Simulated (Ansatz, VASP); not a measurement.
**Nb: VASP beside Ansatz**

Contents of INCAR:

```
SYSTEM = Nb
  PREC = Accurate
  ENCUT = 600
  EDIFF = 1E-7
  ISMEAR = -1
  SIGMA = 0.15
  LREAL = .False.
  LASPH = .True.
  NELM = 80
  ALGO = Normal
  ISIF = 3
  LWAVE = .False.
  LCHARG = .False.
  GGA = PE
  IBRION = 2
  NSW = 80
  EDIFFG = -0.001
```

KPOINTS

```
regular mesh
0
Gamma
  18 18 18
  0 0 0
```

File POSCAR:

```
Nb
1.0
   -1.6555947038      1.6555947038      1.6555947038
    1.6555947038     -1.6555947038      1.6555947038
    1.6555947038      1.6555947038     -1.6555947038
Nb
1
Direct
    0.0000000000      0.0000000000      0.0000000000
```

Input for Ansatz:

```yaml
crystal:
  lattice:
    - [-1.6555947038, 1.6555947038, 1.6555947038]
    - [1.6555947038, -1.6555947038, 1.6555947038]
    - [1.6555947038, 1.6555947038, -1.6555947038]
  atoms:
    - { symbol: Nb, position: [0.0, 0.0, 0.0] }
basis:
  ecutwfc: 420
kpoints:
  mp_grid: { grid: [18, 18, 18] }
hamiltonian:
  xc: pbe
  pseudopotentials: { kind: paw, azcp: { folder: soft_1 } }
scf:
  occupations: { method: fermi_dirac, width: 0.15 }
output:
  forces: true
  stress: true
  eigenvalues: true
relax:
  adjacent_minimum: "off"
  f_tol: 0.001
  max_steps: 60
  cell: { stress_tol: 0.01 }
```

Alike in both runs: task relaxation of cell and atoms; functional PBE; k mesh 18 × 18 × 18; occupations fermi-dirac, width 0.15 eV; no spin polarisation.

|  | VASP | Ansatz |
| --- | --- | --- |
| version | VASP 6.6.1 | Ansatz 0.2.0 |
| potentials or method | VASP PAW PBE potentials, release 64 (Nb_sv), cutoff 600 eV | scalar-relativistic, plane waves, PAW |
| valence electrons in the cell | 13 | 13 |

VASP gave:

| Property | Result |
| --- | --- |
| gap on the k mesh at the Fermi level, each at its own relaxed structure (eV) | none |
| relaxed volume (Å³/atom) | 18.16 |
| relaxed cell length with the largest relative difference (Å) | 2.868 |

Question: Estimate Ansatz's values.

Answer: gap on the k mesh at the Fermi level, each at its own relaxed structure (eV): none; relaxed volume (Å³/atom): 18.19; relaxed cell length with the largest relative difference (Å): 2.870.

A gap of «none» marks a metal or a gap that the smearing closes.
